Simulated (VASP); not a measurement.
Ca3Mg:

```xyz
4
Lattice="5.8830 0.0000 0.0000 2.9415 5.0948 0.0000 2.9415 1.6983 4.8035" Properties=species:S:1:pos:R:3 pbc="T T T"
Ca    5.8830    3.3966    2.4017
Ca    2.9415    1.6983    1.2009
Ca    8.8245    5.0948    3.6026
Mg    0.0000    0.0000    0.0000
```

* Program: VASP 6.6.1
* Task: relaxation of cell and atoms
* Functional: PBEsol
* Potentials or basis: VASP PAW PBE potentials, release 64 (Ca_sv, Mg)
* Cutoff: 600 eV
* k mesh: 4 × 4 × 4
* Occupations: gaussian, width 0.05 eV
* Spin: no spin polarisation

At the start: pressure -0.6 GPa; volume 35.99 Å³/atom.

Q: Where does the relaxation end?

A: Over 3 steps the energy falls by 2.2 meV/atom and the volume is 34.80 Å³/atom (-3.3 %); space group Fm-3m (No. 225, to 0.05 Å).

The path:
```
step  energy change (eV)  largest force (eV/Å)  pressure (GPa)  volume (Å³)
   1              0.0000                0.0000           -0.58       143.97
   2             -0.0070                0.0000           -0.26       141.29
   3             -0.0087                0.0000            0.00       139.19
```

Final structure:
```yaml
crystal:
  lattice:
    - [5.81705, 0.00000, 0.00000]
    - [2.90853, 5.03772, 0.00000]
    - [2.90853, 1.67924, 4.74960]
  atoms:
    - { symbol: Ca, position: [0.50000, 0.50000, 0.50000] }
    - { symbol: Ca, position: [0.25000, 0.25000, 0.25000] }
    - { symbol: Ca, position: [0.75000, 0.75000, 0.75000] }
    - { symbol: Mg, position: [0.00000, 0.00000, 0.00000] }
```

Caveat: the PAW data sets were made with another functional, which shifts forces and pressure a little.
